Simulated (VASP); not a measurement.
# TaN (P-62m) in VASP: notebook, part 2 of 2

VASP 6.6.1. Earlier steps stand in the parts before.

### Step 3. Single point, PBE+D3(BJ)

INCAR

```
ALGO = Normal ; EDIFF = 1E-6
ENCUT = 520 ; GGA = PE
ISIF = 2 ; ISMEAR = -1
IVDW = 12 ; LASPH = True
LCHARG = True ; LELF = True
LREAL = False ; LVHAR = True
LWAVE = False ; NBANDS = 33
NELM = 80 ; PREC = Accurate
SIGMA = 0.05
```

KPOINTS

```
k-points
0
Gamma
  6 6 9
```

POSCAR

```
TaN
1.0
    5.1960000000      0.0000000000      0.0000000000
   -2.5980000000      4.4998679981      0.0000000000
    0.0000000000      0.0000000000      2.9110000000
Ta N
3 3
Direct
    0.0000000000      0.0000000000      0.0000000000
    0.6666666667      0.3333333333      0.5000000000
    0.3333333333      0.6666666667      0.5000000000
    0.0000000000      0.3928500000      0.0000000000
    0.6071500000      0.6071500000      0.0000000000
    0.3928500000      0.0000000000      0.0000000000
```

Potentials or basis: VASP PAW PBE potentials, release 64 (Ta_pv, N).

Run with:

```sh
cat potpaw_PBE.64/Ta_pv/POTCAR potpaw_PBE.64/N/POTCAR > POTCAR
mpirun -np 1 vasp_std > vasp.out
```

Run time: 88 s. Hardware: 1 thread of Intel Xeon 6975P-C, shared host; peak memory 0.23 GiB.

The run converged. Its results:

| Quantity | Value |
| --- | --- |
| Free energy | -70.1196 eV |
| Pressure | -0.8 GPa |
| Largest force | 0.047 eV/Å |
| Band gap on the k mesh | zero (band 24 reaches 10.07 eV, above the bottom of band 25 at 7.01 eV) |
| Dispersion energy per atom | -0.442 eV |

Forces on the atoms (eV/Å):
```
Ta   0.000  0.000  0.000
Ta   0.000  0.000  0.000
Ta   0.000  0.000  0.000
N   -0.023  0.040  0.000
N   -0.023 -0.040  0.000
N    0.047  0.000  0.000
```

Stress tensor (GPa, compression positive):
```
-0.52  0.00  0.00
 0.00 -0.52  0.00
 0.00  0.00 -1.46
```

Levels at points of the mesh, in eV from the Fermi level:
```csv
k point,band 20,band 21,band 22,band 23,band 24,band 25,band 26,band 27,band 28,band 29
"(0.00, 0.00, 0.00)",-4.99,-4.24,-3.31,-1.88,-0.89,-0.89,0.62,0.62,1.86,1.94
"(0.50, 0.00, 0.00)",-4.58,-3.87,-3.85,-2.81,-2.60,1.23,1.84,1.95,2.44,2.46
```

Caveat: three body term missing; spin-orbit coupling is left out, which moves the levels of the heavy elements; pairwise dispersion overbinds metals, which lowers pressure and volume.

### Step 4. Single point, PBE+D4

INCAR

```
SYSTEM = TaN
PREC = Accurate ; ENCUT = 520
EDIFF = 1E-6 ; ISMEAR = -1
SIGMA = 0.05 ; LREAL = .False.
LASPH = .True. ; NELM = 60
ALGO = Normal ; ISIF = 2
LWAVE = .False. ; LCHARG = .False.
GGA = PE ; IVDW = 13
NBANDS = 33
```

KPOINTS

```
regular mesh
0
Gamma
  6 6 9
  0 0 0
```

POSCAR

```
TaN
1.0
    5.2013246358      0.0000000000      0.0000000000
   -2.6006623179      4.5044792679      0.0000000000
    0.0000000000      0.0000000000      2.9070874049
Ta N
3 3
Direct
    0.0000000000      0.0000000000      0.0000000000
    0.6666666667      0.3333333333      0.5000000000
    0.3333333333      0.6666666667      0.5000000000
    0.0000000000      0.3930125072      0.0000000000
    0.6069874928      0.6069874928      0.0000000000
    0.3930125072      0.0000000000      0.0000000000
```

Run with:

```sh
cat potpaw_PBE.64/Ta_pv/POTCAR potpaw_PBE.64/N/POTCAR > POTCAR
mpirun -np 1 vasp_std > vasp.out
```

Run time: 1.7 min. Hardware: 1 thread of Intel Xeon 6975P-C, shared host; peak memory 0.22 GiB.

Results (log left out):

```
Free energy                : -69.2743 eV
Pressure                   : 0.8 GPa
Largest force              : 0.004 eV/Å
Band gap on the k mesh     : zero (band 24 reaches 10.09 eV, above the bottom of band 25 at 6.98 eV)
Dispersion energy per atom : -0.300 eV
```

Forces in eV/Å, atoms in the order of the input:
```
Ta   0.000  0.000  0.000
Ta   0.000  0.000  0.000
Ta   0.000  0.000  0.000
N   -0.002  0.003  0.000
N   -0.002 -0.003  0.000
N    0.004  0.000  0.000
```

Stress tensor (GPa, compression positive):
```
0.82 0.00 0.00
0.00 0.82 0.00
0.00 0.00 0.68
```

Levels at points of the mesh, in eV from the Fermi level:
```csv
k point,band 22,band 23,band 24,band 25,band 26,band 27
"(0.00, 0.00, 0.00)",-3.30,-1.91,-0.90,-0.90,0.64,0.64
"(0.50, 0.00, 0.00)",-3.85,-2.82,-2.60,1.24,1.84,1.94
```

Caveat: spin-orbit coupling is left out, which moves the levels of the heavy elements; pairwise dispersion overbinds metals, which lowers pressure and volume.

### Step 5. Single point, PBE

This run uses another cell than the first one, of 11.52 Å³/atom, 1.017 times its volume.

INCAR

```
SYSTEM = TaN
PREC = Accurate
ENCUT = 520
EDIFF = 1E-7
ISMEAR = -1
SIGMA = 0.05
LREAL = .False.
LASPH = .True.
NELM = 80
ALGO = Normal
ISIF = 2
LWAVE = .False.
LCHARG = .False.
GGA = PE
NBANDS = 33
```

KPOINTS

```
Automatic mesh
0
Gamma
  6 6 9
  0 0 0
```

POSCAR

```
TaN
1.0
    5.2275932620      0.0000000000      0.0000000000
   -2.6137966310      4.5272285655      0.0000000000
    0.0000000000      0.0000000000      2.9210022427
Ta N
3 3
Direct
    0.0000000000      0.0000000000      0.0000000000
    0.6666666667      0.3333333333      0.5000000000
    0.3333333333      0.6666666667      0.5000000000
    0.0000000000      0.3924682660      0.0000000000
    0.6075317340      0.6075317340      0.0000000000
    0.3924682660      0.0000000000      0.0000000000
```

Run with:

```sh
cat potpaw_PBE.64/Ta_pv/POTCAR potpaw_PBE.64/N/POTCAR > POTCAR
mpirun -np 1 vasp_std > vasp.out
```

It took 96 s on 1 thread of Intel Xeon 6975P-C, shared host; peak memory 0.22 GiB.

It converged, with:

```yaml
Free_energy: -67.4916 eV
Pressure: 0.7 GPa
Largest_force: 0.005 eV/Å
Band_gap_on_the_k_mesh: zero (band 24 reaches 9.91 eV, above the bottom of band 25 at 6.84 eV)
```

Forces on the atoms (eV/Å):
```
Ta   0.000  0.000  0.000
Ta   0.000  0.000  0.000
Ta   0.000  0.000  0.000
N   -0.002  0.004  0.000
N   -0.002 -0.004  0.000
N    0.005  0.000  0.000
```

Stress tensor (GPa, compression positive):
```
0.74 0.00 0.00
0.00 0.74 0.00
0.00 0.00 0.59
```

Levels at points of the mesh, in eV from the Fermi level:
| k point | band 22 | band 23 | band 24 | band 25 | band 26 | band 27 |
| --- | --- | --- | --- | --- | --- | --- |
| (0.00, 0.00, 0.00) | -3.27 | -1.88 | -0.88 | -0.88 | 0.64 | 0.64 |
| (0.50, 0.00, 0.00) | -3.80 | -2.79 | -2.57 | 1.21 | 1.81 | 1.91 |

Caveat: spin-orbit coupling is left out, which moves the levels of the heavy elements.

### Step 6. Relaxation of cell and atoms, PBE+D4

INCAR

```
SYSTEM = TaN
PREC = Accurate
ENCUT = 600
EDIFF = 1E-7
ISMEAR = -1
SIGMA = 0.05
LREAL = .FALSE.
LASPH = .TRUE.
NELM = 60
ALGO = Normal
ISIF = 3
LWAVE = .FALSE.
LCHARG = .FALSE.
GGA = PE
IVDW = 13
IBRION = 2
NSW = 60
EDIFFG = -0.01
```

KPOINTS

```
Automatic mesh
0
G
  6 6 9
  0 0 0
```

POSCAR

```
TaN
1.0
    5.1960000000      0.0000000000      0.0000000000
   -2.5980000000      4.4998679981      0.0000000000
    0.0000000000      0.0000000000      2.9110000000
Ta N
3 3
Direct
    0.0000000000      0.0000000000      0.0000000000
    0.6666666667      0.3333333333      0.5000000000
    0.3333333333      0.6666666667      0.5000000000
    0.0000000000      0.3928500000      0.0000000000
    0.6071500000      0.6071500000      0.0000000000
    0.3928500000      0.0000000000      0.0000000000
```

Potentials or basis: VASP PAW PBE potentials, release 64 (Ta_pv, N).

Run with:

```sh
cat potpaw_PBE.64/Ta_pv/POTCAR potpaw_PBE.64/N/POTCAR > POTCAR
mpirun -np 1 vasp_std > vasp.out
```

It took 4.6 min on 1 thread of Intel Xeon 6975P-C, shared host; peak memory 0.25 GiB.

The run converged. Its results:

| Item | Value |
| --- | --- |
| Free energy | -69.2803 eV |
| Relaxed volume | 11.38 Å³/atom |
| Relaxed cell | a = 5.206 Å, b = 5.206 Å, c = 2.908 Å, α = 90.00°, β = 90.00°, γ = 120.00° |
| Space group after relaxing (to 0.05 Å) | P-62m (No. 189) |
| Energy gained by relaxing | 0.2 meV/atom |
| Ionic steps | 5 |
| Pressure after relaxing | 0.0 GPa |
| Largest force after relaxing | 0.006 eV/Å |
| Band gap on the k mesh | zero (band 24 reaches 10.07 eV, above the bottom of band 25 at 6.96 eV) |
| Dispersion energy per atom | -0.300 eV |

Forces on the atoms (eV/Å):
```
Ta   0.000  0.000  0.000
Ta   0.000  0.000  0.000
Ta   0.000  0.000  0.000
N    0.003 -0.005  0.000
N    0.003  0.005  0.000
N   -0.006  0.000  0.000
```

The path:
| step | energy change (eV) | largest force (eV/Å) | pressure (GPa) | volume (Å³) |
| --- | --- | --- | --- | --- |
| 1 | 0.0000 | 0.0364 | 0.93 | 68.06 |
| 2 | 0.0022 | 0.0620 | -2.12 | 68.71 |
| 3 | -0.0010 | 0.0008 | -0.16 | 68.29 |
| 4 | -0.0010 | 0.0099 | 0.15 | 68.23 |
| 5 | -0.0011 | 0.0057 | 0.02 | 68.26 |

Final structure:
```cif
data_structure
_symmetry_space_group_name_H-M 'P 1'
_symmetry_Int_Tables_number 1
_cell_length_a 5.2057
_cell_length_b 5.2057
_cell_length_c 2.9083
_cell_angle_alpha 90.000
_cell_angle_beta 90.000
_cell_angle_gamma 120.000
_cell_volume 68.26
loop_
_atom_site_label
_atom_site_type_symbol
_atom_site_fract_x
_atom_site_fract_y
_atom_site_fract_z
_atom_site_occupancy
Ta1 Ta 0.00000 0.00000 0.00000 1
Ta2 Ta 0.66667 0.33333 0.50000 1
Ta3 Ta 0.33333 0.66667 0.50000 1
N1 N 0.00000 0.39299 0.00000 1
N2 N 0.60701 0.60701 0.00000 1
N3 N 0.39299 0.00000 0.00000 1
```

Levels at points of the mesh, in eV from the Fermi level:
| k point | band 20 | band 21 | band 22 | band 23 | band 24 | band 25 | band 26 | band 27 | band 28 |
| --- | --- | --- | --- | --- | --- | --- | --- | --- | --- |
| (0.00, 0.00, 0.00) | -4.99 | -4.23 | -3.29 | -1.91 | -0.90 | -0.90 | 0.64 | 0.64 | 1.81 |
| (0.50, 0.00, 0.00) | -4.55 | -3.89 | -3.84 | -2.82 | -2.60 | 1.24 | 1.84 | 1.93 | 2.45 |

Caveat: spin-orbit coupling is left out, which moves the levels of the heavy elements; pairwise dispersion overbinds metals, which lowers pressure and volume.

### Step 7. Overview

| task | level | cell | cutoff (eV) | gap on the mesh (eV) | pressure (GPa) | largest force (eV/Å) |
| --- | --- | --- | --- | --- | --- | --- |
| single point | PBE+D3(BJ) | a = 5.197, b = 5.197, c = 2.907 Å, angles 90.0, 90.0, 120.0°, 6 atoms | 520 | none | -0.5 | 0.01 |
| single point | PBE+D3(BJ) | a = 5.196, b = 5.196, c = 2.911 Å, angles 90.0, 90.0, 120.0°, 6 atoms | 520 | none | -0.8 | 0.05 |
| single point | PBE+D4 | a = 5.201, b = 5.201, c = 2.907 Å, angles 90.0, 90.0, 120.0°, 6 atoms | 520 | none | 0.8 | - |
| single point | PBE | a = 5.228, b = 5.228, c = 2.921 Å, angles 90.0, 90.0, 120.0°, 6 atoms | 520 | none | 0.7 | - |
| relaxation of cell and atoms | PBE+D4 | relaxed from a = 5.196, b = 5.196, c = 2.911 Å, angles 90.0, 90.0, 120.0°, 6 atoms | 600 | none | 0.0 | 0.01 |

Alike in all rows: potentials or basis VASP PAW PBE potentials, release 64 (Ta_pv, N); no spin polarisation; k mesh 6 × 6 × 9; smearing fermi-dirac 0.05 eV.

Caveats: spin-orbit coupling is left out, which moves the levels of the heavy elements; pairwise dispersion overbinds metals, which lowers pressure and volume (some runs); three body term missing (some runs).

Absolute energies hang on the potentials; compare differences alone.
